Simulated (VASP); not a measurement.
# Ta2N (P-3m1) in VASP: notebook

Runs on Ta2N. Level: LDA. Tasks: relaxation of cell and atoms, single point.

Everything below comes from runs of VASP 6.6.1. Logs are shortened: lines on timing, memory, paths and dates and some standing lists are left out, and cuts for length are marked.

### 1 The cell of the first run

It takes space group P-3m1 (No. 164, trigonal). Conventional cell: a = 3.113 Å, b = 3.113 Å, c = 4.870 Å, α = 90.00°, β = 90.00°, γ = 120.00°. Within 3.2 Å of Ta (site symmetry 3m) lie 3 N at 2.18 Å and 12 Ta at 2.99 to 3.11 Å. Within 2.9 Å of N (site symmetry -3m) lie 6 Ta at 2.18 Å.

### 2 Relaxation of cell and atoms, LDA

Contents of INCAR:

```
SYSTEM = Ta2N
PREC = Accurate ; ENCUT = 700
EDIFF = 1E-7 ; ISMEAR = 0
SIGMA = 0.1 ; LREAL = .FALSE.
LASPH = .TRUE. ; NELM = 120
ALGO = Normal ; ISIF = 3
LWAVE = .FALSE. ; LCHARG = .FALSE.
GGA = CA ; IBRION = 2
NSW = 100 ; EDIFFG = -0.05
GGA_COMPAT = .FALSE. ; NELMIN = 4
```

Contents of KPOINTS:

```
Automatic mesh
0
G
  9 9 4
  0 0 0
```

Contents of POSCAR:

```
Ta2N
1.0
    3.1128615100      0.0000000000      0.0000000000
   -1.5564307500      2.6958171400      0.0000000000
    0.0000000000      0.0000000000      4.8698410000
Ta N
2 1
Direct
    0.6666666700      0.3333333300      0.7452890000
    0.3333333300      0.6666666700      0.2547110000
    0.0000000000      0.0000000000      0.0000000000
```

Potentials or basis: VASP PAW LDA potentials, release 64 (Ta_sv_GW, N).

Started as:

```bash
$ cat potpaw_LDA.64/Ta_sv_GW/POTCAR potpaw_LDA.64/N/POTCAR > POTCAR
$ mpirun -np 1 vasp_std > vasp.out
```

OUTCAR:

```text
SYSTEM = Ta2N
   PREC = Accurate
   ENCUT = 700
   EDIFF = 1E-7
   ISMEAR = 0
   LREAL = .FALSE.
   LASPH = .TRUE.
   NELM = 120
   ISIF = 3
   GGA = CA
   IBRION = 2
   NSW = 100
   EDIFFG = -0.05
   NELMIN = 4

 ion  position               nearest neighbor table
   1  0.667  0.333  0.745-   3 2.18   3 2.18   3 2.18   2 2.99   2 2.99   2 2.99   2 3.06   2 3.06
                             2 3.06
   2  0.333  0.667  0.255-   3 2.18   3 2.18   3 2.18   1 2.99   1 2.99   1 2.99   1 3.06   1 3.06
                             1 3.06
   3  0.000  0.000  0.000-   1 2.18   2 2.18   2 2.18   1 2.18   1 2.18   2 2.18

  LATTYP: Found a hexagonal cell.
 ALAT       =     3.1128615100
 C/A-ratio  =     1.5644258456

  Lattice vectors:

 A1 = (   3.1128615100,   0.0000000000,   0.0000000000)
 A2 = (  -1.5564307500,   2.6958171400,   0.0000000000)
 A3 = (   0.0000000000,   0.0000000000,   4.8698410000)

Analysis of symmetry for initial positions (statically):
=====================================================================
 Subroutine PRICEL returns:
 Original cell was already a primitive cell.

 Routine SETGRP: Setting up the symmetry group for a
 hexagonal supercell.

 Subroutine GETGRP returns: Found 12 space group operations
 (whereof 12 operations were pure point group operations)
 out of a pool of 24 trial point group operations.

The static configuration has the point symmetry D_3d.

Analysis of symmetry for dynamics (positions and initial velocities):
=====================================================================
 Subroutine PRICEL returns:
 Original cell was already a primitive cell.

 Routine SETGRP: Setting up the symmetry group for a
 hexagonal supercell.

 Subroutine GETGRP returns: Found 12 space group operations
 (whereof 12 operations were pure point group operations)
 out of a pool of 24 trial point group operations.

The dynamic configuration has the point symmetry D_3d.

 Subroutine INISYM returns: Found 12 space group operations
 (whereof 12 operations are pure point group operations),
 and found     1 'primitive' translations

----------------------------------------------------------------------------------------

                                     Primitive cell

  volume of cell :      40.8663

  direct lattice vectors                    reciprocal lattice vectors
     3.112861510  0.000000000  0.000000000     0.321247828  0.185472520  0.000000000
    -1.556430750  2.695817140  0.000000000     0.000000000  0.370945041  0.000000000
     0.000000000  0.000000000  4.869841000     0.000000000  0.000000000  0.205345513

  length of vectors
     3.112861510  3.112861502  4.869841000     0.370945040  0.370945041  0.205345513

  position of ions in fractional coordinates (direct lattice)
     0.666666670  0.333333330  0.745289000
     0.333333330  0.666666670  0.254711000
     0.000000000  0.000000000  0.000000000

  ion indices of the primitive-cell ions
   primitive index   ion index
                 1           1
                 2           2
                 3           3

----------------------------------------------------------------------------------------

 KPOINTS: Automatic mesh

Automatic generation of k-mesh.
 Grid dimensions read from file:
 generate k-points for:    9    9    4

 Generating k-lattice:

  Cartesian coordinates                     Fractional coordinates (reciprocal lattice)
     0.035694203  0.020608058  0.000000000     0.111111111 -0.000000000  0.000000000
     0.000000000  0.041216116  0.000000000     0.000000000  0.111111111  0.000000000
     0.000000000  0.000000000  0.051336378     0.000000000  0.000000000  0.250000000

  Length of vectors
     0.041216116  0.041216116  0.051336378

  Shift w.r.t. Gamma in fractional coordinates (k-lattice)
     0.000000000  0.000000000  0.000000000

 Subroutine IBZKPT returns following result:
 ===========================================

 Found     43 irreducible k-points:

 Following reciprocal coordinates:
            Coordinates               Weight
  0.000000  0.000000  0.000000      1.000000
  0.111111 -0.000000  0.000000      6.000000
  0.222222 -0.000000  0.000000      6.000000
  0.333333  0.000000  0.000000      6.000000
  0.444444 -0.000000  0.000000      6.000000
  0.111111  0.111111  0.000000      6.000000
[... 16 lines left out ...]
  0.222222  0.111111  0.250000     12.000000
 -0.111111  0.333333  0.250000     12.000000
 [... further k-points ...]
   k-points           NKPTS =     43   k-points in BZ     NKDIM =     43   number of bands    NBANDS=     19
   number of dos      NEDOS =    301   number of ions     NIONS =      3
   total plane-waves  NPLWV =  32928
   dimension x,y,z NGX =    28 NGY =   28 NGZ =   42
   dimension x,y,z NGXF=    56 NGYF=   56 NGZF=   84
   ions per type =               2   1
   NGX,Y,Z   is equivalent  to a cutoff of  14.95, 14.95, 14.34 a.u.
   NGXF,Y,Z  is equivalent  to a cutoff of  29.91, 29.91, 28.68 a.u.
 SYSTEM =  Ta2N
   PREC   = accura    normal or accurate (medium, high low for compatibility)
   ISTART =      0    job   : 0-new  1-cont  2-samecut
   ICHARG =      2    charge: 1-file 2-atom 10-const
   ISPIN  =      1    spin polarized calculation?
   LNONCOLLINEAR =      F non collinear calculations
   LSORBIT =      F    spin-orbit coupling
   LASPH  =      T    aspherical Exc in radial PAW
   ENCUT  =  700.0 eV  51.45 Ry    7.17 a.u.   6.72  6.72 10.51*2*pi/ulx,y,z
   NELM   =    120;   NELMIN=  4; NELMDL= -5     # of ELM steps
   EDIFF  = 0.1E-06   stopping-criterion for ELM
   LREAL  =      F    real-space projection
   EDIFFG = -.5E-01   stopping-criterion for IOM
   NSW    =    100    number of steps for IOM
   IBRION =      2    ionic relax: 0-MD 1-quasi-New 2-CG
   NFREE  =      1    steps in history (QN), initial steepest desc. (CG)
   ISIF   =      3    stress and relaxation
   ISYM   =      2    0-nonsym 1-usesym 2-fastsym
   POTIM  = 0.5000    time-step for ionic-motion
   TEBEG  =    0.0;   TEEND  =   0.0 temperature during run
   PSTRESS=    0.0 pullay stress
   NELECT =      31.0000    total number of electrons
   NUPDOWN=      -1.0000    fix difference up-down
   EMIN   =  10.00;   EMAX   =-10.00  energy-range for DOS
   EFERMI =   0.00;   METHOD = LEGACY
   ISMEAR =     0;   SIGMA  =   0.10  broadening in eV -4-tet -1-fermi 0-gaus
   EFERMI_NEDOS =   21; number of points for ismear=-14 and -15
   IALGO  =     38    algorithm
   IMIX   =      4    mixing-type and parameters
     AMIX     =   0.40;   BMIX     =  1.00
     AMIX_MAG =   1.60;   BMIX_MAG =  1.00
  volume/ion in A,a.u.               =      13.62        91.93
  Fermi-wavevector in a.u.,A,eV,Ry     =   1.493048  2.821451 30.329997  2.229192
  Thomas-Fermi vector in A             =   2.605498
   LORBIT       =      0    0 simple, 1 ext, 2 COOP (PROOUT), +10 PAW based schemes
   GGA     = CA    functional components
   LHFCALC =     F    Hartree Fock is set to
   AEXX    =    0.0000 exact exchange contribution
   IVDW    =     0    specifies the selected vdW correction
   LEPSILON=     F    determine dielectric tensor
   LRPA    =     F    only Hartree local field effects (RPA)
 conjugate gradient relaxation of ions
 non-spin polarized calculation
 Gauss-broadening in eV      SIGMA  =   0.10
  energy-cutoff  :      700.00
  volume of cell :       40.87
 maximum number of plane-waves:      1737
 NGX is ok and might be reduce to    28
   NGX = 13   NGY = 13   NGZ = 21

--------------------------------------- Ionic step        1  -------------------------------------------

 number of electron      30.9999999 magnetization

 Free energy of the ion-electron system (eV)
  ---------------------------------------------------
  ext. energy  EPLUGINS =         0.00000000
  ---------------------------------------------------
  free energy    TOTEN  =       -42.56648288 eV

  energy without entropy =      -42.55953212  energy(sigma->0) =      -42.56300750

------------------------ aborting loop because EDIFF is reached ----------------------------------------

  FORCE on cell =-STRESS in cart. coord.  units (eV):
  Direction    XX          YY          ZZ          XY          YZ          ZX
  --------------------------------------------------------------------------------------
  -------------------------------------------------------------------------------------
  Total       -3.4279670     -3.4279669     -3.6963883     -0.0000000      0.0000000      0.0000000
  in kB     -134.3947172   -134.3947166   -144.9182764     -0.0000002      0.0000000      0.0000000
  external PRESSURE =    -137.9025701 kB  Pullay stress =       0.0000000 kB
[... 170 lines left out ...]
  energy  without entropy=      -42.6489527657  energy(sigma->0) =      -42.65237336

--------------------------------------- Ionic step        6  -------------------------------------------

 number of electron      30.9999999 magnetization

 Free energy of the ion-electron system (eV)
  ---------------------------------------------------
  ext. energy  EPLUGINS =         0.00000000
  ---------------------------------------------------
  free energy    TOTEN  =       -42.65682514 eV

  energy without entropy =      -42.64971273  energy(sigma->0) =      -42.65326894

 E-fermi :  12.1789     XC(G=0): -13.7226

 val. band max:       12.1739464287   @ k =   0.2222  -0.0000   0.0000
 cond. band min:      12.1818272150   @ k =   0.1111  -0.0000   0.0000
 fundamental gap:      0.0078807863
 Fermi energy:        12.1789286972

 k-point     1 :       0.0000    0.0000    0.0000
  band No.  band energies     occupation
      1     -55.9392      2.00000
      2     -55.8398      2.00000
      3     -23.2974      2.00000
      4     -22.4247      2.00000
      5     -22.4247      2.00000
      6     -22.2760      2.00000
[... 11 lines left out ...]
     18      12.4388      0.00024
     19      12.6023      0.00000
[... 489 lines left out ...]
      3     -23.0919      2.00000
      4     -22.8130      2.00000
      5     -22.6648      2.00000
      6     -22.5504      2.00000
[... 11 lines left out ...]
     18      14.4524      0.00000
     19      15.0417      0.00000

 [... further k-points ...]

------------------------ aborting loop because EDIFF is reached ----------------------------------------

  FORCE on cell =-STRESS in cart. coord.  units (eV):
  Direction    XX          YY          ZZ          XY          YZ          ZX
  --------------------------------------------------------------------------------------
  -------------------------------------------------------------------------------------
  Total        0.1081180      0.1081180     -0.0117222      0.0000000      0.0000000      0.0000000
  in kB        4.4423101      4.4423101     -0.4816379      0.0000000      0.0000000      0.0000000
  external PRESSURE =       2.8009941 kB  Pullay stress =       0.0000000 kB
[... 18 lines left out ...]
  FREE ENERGIE OF THE ION-ELECTRON SYSTEM (eV)
  ---------------------------------------------------
  free  energy   TOTEN  =       -42.6568251434 eV

  energy  without entropy=      -42.6497127332  energy(sigma->0) =      -42.65326894

 reached required accuracy - stopping structural energy minimisation
```

Wall time 2.8 min (1 thread of Intel Xeon Platinum 8488C (Sapphire Rapids), shared host); peak memory 0.2 GiB.

What came out:

| Quantity | Value |
| --- | --- |
| Free energy | -42.6568 eV |
| Relaxed volume | 13.00 Å³/atom |
| Relaxed cell | a = 3.068 Å, b = 3.068 Å, c = 4.782 Å, α = 90.00°, β = 90.00°, γ = 120.00° |
| Space group after relaxing (to 0.1 Å) | P-3m1 (No. 164) |
| Energy gained by relaxing | 30.1 meV/atom |
| Ionic steps | 6 |
| Pressure after relaxing | 0.3 GPa |
| Largest force after relaxing | 0.016 eV/Å |
| Band gap on the k mesh | zero (an odd number of electrons rules out a gap without spin polarisation) |

Forces on the atoms (eV/Å):
```
Ta   0.000  0.000  0.016
Ta   0.000  0.000 -0.016
N    0.000  0.000  0.000
```

The path:
| step | energy change (eV) | largest force (eV/Å) | pressure (GPa) | volume (Å³) |
| --- | --- | --- | --- | --- |
| 1 | 0.0000 | 0.5760 | -13.79 | 40.87 |
| 2 | 0.6569 | 1.7180 | 55.39 | 34.32 |
| 3 | -0.0891 | 0.1540 | -0.60 | 39.06 |
| 4 | -0.0893 | 0.1316 | 0.05 | 38.98 |
| 5 | -0.0893 | 0.1209 | 0.36 | 38.94 |
| 6 | -0.0903 | 0.0155 | 0.28 | 38.99 |

Final structure:
```cif
data_structure
_symmetry_space_group_name_H-M 'P 1'
_symmetry_Int_Tables_number 1
_cell_length_a 3.0685
_cell_length_b 3.0685
_cell_length_c 4.7822
_cell_angle_alpha 90.000
_cell_angle_beta 90.000
_cell_angle_gamma 120.000
_cell_volume 38.99
loop_
_atom_site_label
_atom_site_type_symbol
_atom_site_fract_x
_atom_site_fract_y
_atom_site_fract_z
_atom_site_occupancy
Ta1 Ta 0.66667 0.33333 0.74776 1
Ta2 Ta 0.33333 0.66667 0.25224 1
N1 N 0.00000 0.00000 0.00000 1
```

Caveat: spin-orbit coupling is left out, which moves the levels of the heavy elements.

### 3 Single point, LDA

This run uses another cell than the first one, of 12.96 Å³/atom.

Contents of INCAR:

```
PREC     = Accurate       # precision mode
ENCUT    = 700            # plane-wave cutoff, eV
EDIFF    = 1E-6           # SCF threshold, eV
ISMEAR   = 0              # smearing method
SIGMA    = 0.1            # smearing width, eV
LREAL    = F              # projectors in reciprocal space
LASPH    = T              # aspherical terms in the spheres
NELM     = 120            # most SCF steps
ALGO     = Normal         # electronic algorithm
ISIF     = 2              # what is computed and relaxed
LWAVE    = F              # write WAVECAR
LCHARG   = F              # write CHGCAR
GGA      = CA             # functional
NBANDS   = 22             # bands
GGA_COMPAT= F
```

Contents of KPOINTS:

```
Automatic mesh
0
Gamma
  15 15 10
```

Contents of POSCAR:

```
Ta2N
1.0
    3.0618978585     -0.0000000028      0.0000000000
   -1.5309489268      2.6516813306      0.0000000000
    0.0000000000      0.0000000000      4.7872673886
Ta N
2 1
Direct
    0.6666666667      0.3333333333      0.7466925287
    0.3333333333      0.6666666667      0.2533074713
    0.0000000000      0.0000000000      0.0000000000
```

Potentials or basis: VASP PAW LDA potentials, release 64 (Ta_sv_GW, N).

Started as:

```bash
$ cat potpaw_LDA.64/Ta_sv_GW/POTCAR potpaw_LDA.64/N/POTCAR > POTCAR
$ mpirun -np 1 vasp_std > vasp.out
```

Run time: 2.1 min. Hardware: 1 thread of Intel Xeon 6975P-C (Granite Rapids), shared host; peak memory 0.39 GiB.

Results (log left out):

```yaml
Free_energy: -42.6608 eV
Pressure: 0.9 GPa
Largest_force: 0.039 eV/Å
Band_gap_on_the_k_mesh: zero (an odd number of electrons rules out a gap without spin polarisation)
```

Forces on the atoms (eV/Å):
```
Ta   0.000  0.000 -0.039
Ta   0.000  0.000  0.039
N    0.000  0.000  0.000
```

Stress tensor (GPa, compression positive):
```
0.97 0.00 0.00
0.00 0.97 0.00
0.00 0.00 0.79
```

Levels at points of the mesh, in eV from the Fermi level:
| k point | band 14 | band 15 | band 16 | band 17 | band 18 | band 19 |
| --- | --- | --- | --- | --- | --- | --- |
| (0.00, 0.00, 0.00) | -0.70 | -0.27 | -0.27 | 0.27 | 0.27 | 0.38 |
| (0.00, 0.00, 0.50) | -2.57 | -1.21 | -1.21 | 1.91 | 2.30 | 2.40 |

Caveat: spin-orbit coupling is left out, which moves the levels of the heavy elements.

(Continued in part 2 of 2.)

The gap in the log of VASP goes by the Fermi energy; the results here count the filled bands.